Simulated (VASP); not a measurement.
Input of a VASP 6.6.1 run:

File INCAR:

```
PREC = Accurate ; ENCUT = 520
EDIFF = 1E-6 ; ISMEAR = -1
SIGMA = 0.1 ; LREAL = F
LASPH = T ; NELM = 100
ALGO = Normal ; ISIF = 2
LWAVE = F ; LCHARG = F
GGA = RP ; NBANDS = 31
```

File KPOINTS:

```
Automatic mesh
0
Gamma
  7 7 7
```

POSCAR

```
Yb
1.0
    0.0000000000      4.4255508773      4.4255508773
    4.4255508773      0.0000000000      4.4255508773
    4.4255508773      4.4255508773      0.0000000000
Yb
2
Direct
    0.1250000000      0.1250000000      0.1250000000
    0.8750000000      0.8750000000      0.8750000000
```

Potentials or basis: VASP PAW PBE potentials, release 64 (Yb).

Launch:

```sh
$ cat potpaw_PBE.64/Yb/POTCAR > POTCAR
$ mpirun -np 1 vasp_std > vasp.out
```

(1) Predict the band gap on the k mesh.

(2) Estimate the pressure.

Results:

(1) zero (band 24 reaches 0.41 eV, above the bottom of band 25 at -0.56 eV).

(2) 0.3 GPa.

Caveat: the PAW data sets were made with another functional, which shifts forces and pressure a little; spin-orbit coupling is left out, which moves the levels of the heavy elements.
